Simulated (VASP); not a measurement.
The system is Be4Se3.

```xyz
7
Lattice="4.9857 0.0000 0.0000 0.0000 4.9857 0.0000 0.0000 0.0000 4.9857" Properties=species:S:1:pos:R:3 pbc="T T T"
Be    2.4929    0.0000    0.0000
Be    0.0000    2.4929    0.0000
Be    0.0000    0.0000    2.4929
Be    0.0000    0.0000    0.0000
Se    0.0000    2.4929    2.4929
Se    2.4929    0.0000    2.4929
Se    2.4929    2.4929    0.0000
```

The cell was built from a structure type or drawn by symmetry, and may not be a known phase.

```yaml
Program: VASP 6.6.1
Task: relaxation of cell and atoms
Functional: PBE
Potentials_or_basis: VASP PAW PBE potentials, release 64 (Be, Se)
Cutoff: 600 eV
k_mesh: 3 × 3 × 3
Occupations: gaussian, width 0.2 eV
Spin: no spin polarisation
```

At the start: pressure -9.1 GPa; volume 17.70 Å³/atom.

Task: Where does the relaxation end?

Result: Over 3 steps the energy falls by 94.7 meV/atom and the volume is 14.86 Å³/atom (-16.1 %); space group Pm-3m (No. 221, to 0.1 Å) before and after.

The path:
| step | energy change (eV) | largest force (eV/Å) | pressure (GPa) | volume (Å³) |
| --- | --- | --- | --- | --- |
| 1 | 0.0000 | 0.0000 | -9.05 | 123.93 |
| 2 | -0.6440 | 0.0000 | -2.00 | 106.84 |
| 3 | -0.6631 | 0.0000 | -0.14 | 104.04 |

Final structure:
```
Be Se
1.0
     4.70321    0.00000    0.00000
     0.00000    4.70321    0.00000
     0.00000    0.00000    4.70321
Be Se
4 3
Direct
  0.50000 0.00000 0.00000
  0.00000 0.50000 0.00000
  0.00000 0.00000 0.50000
  0.00000 0.00000 0.00000
  0.00000 0.50000 0.50000
  0.50000 0.00000 0.50000
  0.50000 0.50000 0.00000
```

Caveat: the k points lie up to 0.45 Å⁻¹ apart in the final cell; the volume moved by over 15 % at a fixed basis, so the end points are rough.
